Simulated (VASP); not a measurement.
# HgTe (F-43m) in VASP: further runs

The runs below take HgTe through density of states, with PBE.

Everything below comes from runs of VASP 6.6.1. Logs are shortened: lines on timing, memory, paths and dates and some standing lists are left out, and cuts for length are marked.

### Step 1. The cell of the first run

Symmetry: F-43m, No. 216, cubic system. The conventional cell has a = 6.653 Å, b = 6.653 Å, c = 6.653 Å, α = 90.00°, β = 90.00°, γ = 90.00°. Within 3.8 Å of Hg (site symmetry -43m) lie 4 Te at 2.88 Å. Te (site symmetry -43m) has 4 Hg at 2.88 Å within 3.8 Å.

### Step 2. Density of states, PBE

Input file POSCAR:

```
HgTe
1.0
    0.0000000000      3.3264077980      3.3264077980
    3.3264077980      0.0000000000      3.3264077980
    3.3264077980      3.3264077980      0.0000000000
Hg Te
1 1
Direct
    0.0000000000      0.0000000000      0.0000000000
    0.2500000000      0.2500000000      0.2500000000
```

Input file INCAR.step1:

```
PREC     = Accurate       # precision mode
ENCUT    = 520            # plane-wave cutoff, eV
EDIFF    = 1E-7           # SCF threshold, eV
ISMEAR   = 0              # smearing method
SIGMA    = 0.1            # smearing width, eV
LREAL    = F              # projectors in reciprocal space
LASPH    = T              # aspherical terms in the spheres
NELM     = 100            # most SCF steps
ALGO     = Normal         # electronic algorithm
ISIF     = 2              # what is computed and relaxed
LWAVE    = F              # write WAVECAR
LCHARG   = T              # write CHGCAR
GGA      = PE             # functional
NBANDS   = 16             # bands
```

Input file KPOINTS.step1:

```
Automatic mesh
0
Gamma
  12 12 12
```

Input file INCAR.step2:

```
PREC     = Accurate       # precision mode
ENCUT    = 520            # plane-wave cutoff, eV
EDIFF    = 1E-7           # SCF threshold, eV
ISMEAR   = -5             # smearing method
SIGMA    = 0.1            # smearing width, eV
LREAL    = F              # projectors in reciprocal space
LASPH    = T              # aspherical terms in the spheres
NELM     = 100            # most SCF steps
ALGO     = Normal         # electronic algorithm
ISIF     = 2              # what is computed and relaxed
LWAVE    = F              # write WAVECAR
LCHARG   = F              # write CHGCAR
GGA      = PE             # functional
LORBIT   = 10             # projections on sites
NEDOS    = 1001           # points of the DOS
ICHARG   = 11             # starting density
```

Input file KPOINTS.step2:

```
Automatic mesh
0
Gamma
  18 18 18
```

Potentials or basis: VASP PAW PBE potentials, release 64 (Hg, Te).

The run is started by

```bash
$ cat potpaw_PBE.64/Hg/POTCAR potpaw_PBE.64/Te/POTCAR > POTCAR
$ cp INCAR.step1 INCAR
$ cp KPOINTS.step1 KPOINTS
$ mpirun -np 1 vasp_std > vasp.out
$ cp INCAR.step2 INCAR
$ cp KPOINTS.step2 KPOINTS
$ mpirun -np 1 vasp_std > vasp.out
```

OUTCAR:

```text
PREC = Accurate
   ENCUT = 520
   EDIFF = 1E-7
   ISMEAR = -5
   LREAL = F
   LASPH = T
   NELM = 100
   ISIF = 2
   GGA = PE
   LORBIT = 10
   ICHARG = 11

 ion  position               nearest neighbor table
   1  0.000  0.000  0.000-   2 2.88   2 2.88   2 2.88   2 2.88
   2  0.250  0.250  0.250-   1 2.88   1 2.88   1 2.88   1 2.88

  LATTYP: Found a face centered cubic cell.
 ALAT       =     6.6528155960

  Lattice vectors:

 A1 = (   0.0000000000,   3.3264077980,   3.3264077980)
 A2 = (   3.3264077980,   0.0000000000,   3.3264077980)
 A3 = (   3.3264077980,   3.3264077980,   0.0000000000)

Analysis of symmetry for initial positions (statically):
=====================================================================
 Subroutine PRICEL returns:
 Original cell was already a primitive cell.

 Routine SETGRP: Setting up the symmetry group for a
 face centered cubic supercell.

 Subroutine GETGRP returns: Found 24 space group operations
 (whereof 24 operations were pure point group operations)
 out of a pool of 48 trial point group operations.

The static configuration has the point symmetry T_d .

Analysis of symmetry for dynamics (positions and initial velocities):
=====================================================================
 Subroutine PRICEL returns:
 Original cell was already a primitive cell.

 Routine SETGRP: Setting up the symmetry group for a
 face centered cubic supercell.

 Subroutine GETGRP returns: Found 24 space group operations
 (whereof 24 operations were pure point group operations)
 out of a pool of 48 trial point group operations.

The dynamic configuration has the point symmetry T_d .

 Subroutine INISYM returns: Found 24 space group operations
 (whereof 24 operations are pure point group operations),
 and found     1 'primitive' translations

----------------------------------------------------------------------------------------

                                     Primitive cell

  volume of cell :      73.6133

  direct lattice vectors                    reciprocal lattice vectors
     0.000000000  3.326407798  3.326407798    -0.150312298  0.150312298  0.150312298
     3.326407798  0.000000000  3.326407798     0.150312298 -0.150312298  0.150312298
     3.326407798  3.326407798  0.000000000     0.150312298  0.150312298 -0.150312298

  length of vectors
[... 93 lines left out ...]
   TEBEG  =    0.0;   TEEND  =   0.0 temperature during run
   PSTRESS=    0.0 pullay stress
   NELECT =      18.0000    total number of electrons
   NUPDOWN=      -1.0000    fix difference up-down
   EMIN   =  10.00;   EMAX   =-10.00  energy-range for DOS
   EFERMI =   0.00;   METHOD = LEGACY
   ISMEAR =    -5;   SIGMA  =   0.10  broadening in eV -4-tet -1-fermi 0-gaus
   EFERMI_NEDOS =   21; number of points for ismear=-14 and -15
   IALGO  =     38    algorithm
   IMIX   =      4    mixing-type and parameters
     AMIX     =   0.40;   BMIX     =  1.00
     AMIX_MAG =   1.60;   BMIX_MAG =  1.00
  volume/ion in A,a.u.               =      36.81       248.38
  Fermi-wavevector in a.u.,A,eV,Ry     =   1.023718  1.934546 14.258875  1.047998
  Thomas-Fermi vector in A             =   2.157466
   LORBIT       =     10    0 simple, 1 ext, 2 COOP (PROOUT), +10 PAW based schemes
   GGA     = PE    functional components
   LHFCALC =     F    Hartree Fock is set to
   AEXX    =    0.0000 exact exchange contribution
   IVDW    =     0    specifies the selected vdW correction
   LEPSILON=     F    determine dielectric tensor
   LRPA    =     F    only Hartree local field effects (RPA)
 non-spin polarized calculation
 Fermi weights with tetrahedron method with Bloechl corrections
  energy-cutoff  :      520.00
  volume of cell :       73.61
 maximum number of plane-waves:      2012

 number of electron      17.9999998 magnetization

 Free energy of the ion-electron system (eV)
  ---------------------------------------------------
  ext. energy  EPLUGINS =         0.00000000
  ---------------------------------------------------
  free energy    TOTEN  =        -3.65180643 eV

  energy without entropy =       -3.65180643  energy(sigma->0) =       -3.65180643

 E-fermi :   2.2259     XC(G=0):  -8.3538

 val. band max:        2.2254474699   @ k =   0.0000   0.0000   0.0000
 cond. band min:       2.2254474851   @ k =   0.0000   0.0000   0.0000
 fundamental gap:      0.0000000152
 Fermi energy:         2.2259290411

 k-point     1 :       0.0000    0.0000    0.0000
  band No.  band energies     occupation
      1      -9.1825      2.00000
      2      -4.6624      2.00000
      3      -4.6624      2.00000
      4      -4.6624      2.00000
      5      -4.2291      2.00000
      6      -4.2291      2.00000
      7       1.3000      2.00000
      8       2.2254      2.00000
      9       2.2254      2.00000
     10       2.2254      0.00001
     11       6.6001      0.00000
     12       6.6001      0.00000
     13       6.6001      0.00000
[... 354 lines left out ...]
  band No.  band energies     occupation
      1      -8.9619      2.00000
      2      -4.6098      2.00000
      3      -4.5998      2.00000
      4      -4.5193      2.00000
      5      -4.2367      2.00000
      6      -4.2227      2.00000
      7      -0.8793      2.00000
      8       1.5434      2.00000
      9       1.8662      2.00000
     10       3.2041      0.00000
     11       6.8276      0.00000
     12       7.0736      0.00000
     13       7.3880      0.00000

 [... further k-points ...]
[... 5 lines left out ...]
  --------------------------------------------------------------------------------------
  -------------------------------------------------------------------------------------
  Total        0.0048412      0.0048412      0.0048412      0.0000000     -0.0000000      0.0000000
  in kB        0.1053685      0.1053685      0.1053685      0.0000000     -0.0000000      0.0000000
  external PRESSURE =       0.1053685 kB  Pullay stress =       0.0000000 kB

 VOLUME and BASIS-vectors are now :
 -----------------------------------------------------------------------------
  energy-cutoff  :      520.00
  volume of cell :       73.61
      direct lattice vectors                 reciprocal lattice vectors
     0.000000000  3.326407798  3.326407798    -0.150312298  0.150312298  0.150312298
     3.326407798  0.000000000  3.326407798     0.150312298 -0.150312298  0.150312298
     3.326407798  3.326407798  0.000000000     0.150312298  0.150312298 -0.150312298

 POSITION                                       TOTAL-FORCE (eV/Angst)
 -----------------------------------------------------------------------------------
      0.00000      0.00000      0.00000        -0.000000      0.000000     -0.000000
      1.66320      1.66320      1.66320         0.000000     -0.000000      0.000000
 -----------------------------------------------------------------------------------
    total drift:                               -0.000000     -0.000000     -0.000000

  FREE ENERGIE OF THE ION-ELECTRON SYSTEM (eV)
  ---------------------------------------------------
  free  energy   TOTEN  =        -3.6518064350 eV

  energy  without entropy=       -3.6518064350  energy(sigma->0) =       -3.65180643

 total charge

# of ion       s       p       d       tot
------------------------------------------
    1        0.741   0.356   9.361  10.458
    2        1.374   1.942   0.025   3.341
--------------------------------------------------
tot          2.115   2.298   9.386  13.800
```

OSZICAR.step1:

```text
N       E                     dE             d eps       ncg     rms          rms(c)
DAV:   1     0.102557065811E+03    0.10256E+03   -0.79275E+03  2320   0.962E+02
DAV:   2    -0.147530599197E+00   -0.10270E+03   -0.96247E+02  2704   0.223E+02
DAV:   3    -0.381561605470E+01   -0.36681E+01   -0.36591E+01  2744   0.435E+01
DAV:   4    -0.385248195961E+01   -0.36866E-01   -0.36864E-01  3472   0.390E+00
DAV:   5    -0.385258964865E+01   -0.10769E-03   -0.10769E-03  2984   0.194E-01    0.633E+00
DAV:   6    -0.365800721807E+01    0.19458E+00   -0.38453E-01  2640   0.789E+00    0.516E+00
DAV:   7    -0.365226953058E+01    0.57377E-02   -0.85380E-02  2696   0.193E+00    0.204E+00
DAV:   8    -0.365183440937E+01    0.43512E-03   -0.82452E-03  2624   0.101E+00    0.459E-01
DAV:   9    -0.365186335666E+01   -0.28947E-04   -0.69918E-04  3000   0.289E-01    0.903E-02
DAV:  10    -0.365189302195E+01   -0.29665E-04   -0.85406E-05  2816   0.798E-02    0.452E-02
DAV:  11    -0.365190683899E+01   -0.13817E-04   -0.24281E-05  2848   0.326E-02    0.196E-02
DAV:  12    -0.365190622546E+01    0.61353E-06   -0.28883E-06  2688   0.105E-02    0.133E-02
DAV:  13    -0.365190620077E+01    0.24695E-07   -0.24266E-07  2944   0.272E-03
   1 F= -.36519062E+01 E0= -.36518239E+01  d E =-.164522E-03
```

Wall time 57 s (1 thread of Intel Xeon 6975P-C (Granite Rapids), shared host); peak memory 0.35 GiB.

What came out:

```
Valence electrons inside the program's atomic spheres : Hg 10.46; Te 3.34
```

Levels at points of the mesh, in eV from the Fermi level:
| k point | band 7 | band 8 | band 9 | band 10 | band 11 | band 12 |
| --- | --- | --- | --- | --- | --- | --- |
| (0.00, 0.00, 0.00) | -0.93 | 0.00 | 0.00 | 0.00 | 4.37 | 4.37 |
| (0.50, 0.00, 0.00) | -4.95 | -0.83 | -0.83 | 0.70 | 5.11 | 5.11 |
| (0.50, 0.50, 0.00) | -4.98 | -1.92 | -1.92 | 1.91 | 2.71 | 7.92 |

Caveat: spin-orbit coupling is left out, which moves the levels of the heavy elements; tetrahedron occupations give inexact forces and stress in metals.

### Step 3. Density of states, PBE

Input file POSCAR:

```
HgTe
1.0
    0.0000000000      3.3264078016      3.3264078016
    3.3264078016      0.0000000000      3.3264078016
    3.3264078016      3.3264078016      0.0000000000
Hg Te
1 1
Direct
    0.0000000000      0.0000000000      0.0000000000
    0.2500000000      0.2500000000      0.2500000000
```

INCAR.step1 is that of step 2.

KPOINTS.step1 is that of step 2.

INCAR.step2 is that of step 2.

KPOINTS.step2 is that of step 2.

Potentials or basis: VASP PAW PBE potentials, release 64 (Hg, Te).

The run is started by

```bash
$ cat potpaw_PBE.64/Hg/POTCAR potpaw_PBE.64/Te/POTCAR > POTCAR
$ cp INCAR.step1 INCAR
$ cp KPOINTS.step1 KPOINTS
$ mpirun -np 1 vasp_std > vasp.out
$ cp INCAR.step2 INCAR
$ cp KPOINTS.step2 KPOINTS
$ mpirun -np 1 vasp_std > vasp.out
```

Run time: 2.1 min. Hardware: 1 thread of Intel Xeon Platinum 8259CL at 2.50GHz (Skylake/Cascade Lake), shared host; peak memory 0.36 GiB.

Results (log left out):

* Valence electrons inside the program's atomic spheres: Hg 10.46; Te 3.34

Levels at points of the mesh, in eV from the Fermi level:
```tsv
k point	band 7	band 8	band 9	band 10	band 11	band 12
(0.00, 0.00, 0.00)	-0.93	0.00	0.00	0.00	4.37	4.37
(0.50, 0.00, 0.00)	-4.95	-0.83	-0.83	0.70	5.11	5.11
(0.50, 0.50, 0.00)	-4.98	-1.92	-1.92	1.91	2.71	7.92
```

Caveat: spin-orbit coupling is left out, which moves the levels of the heavy elements; tetrahedron occupations give inexact forces and stress in metals.
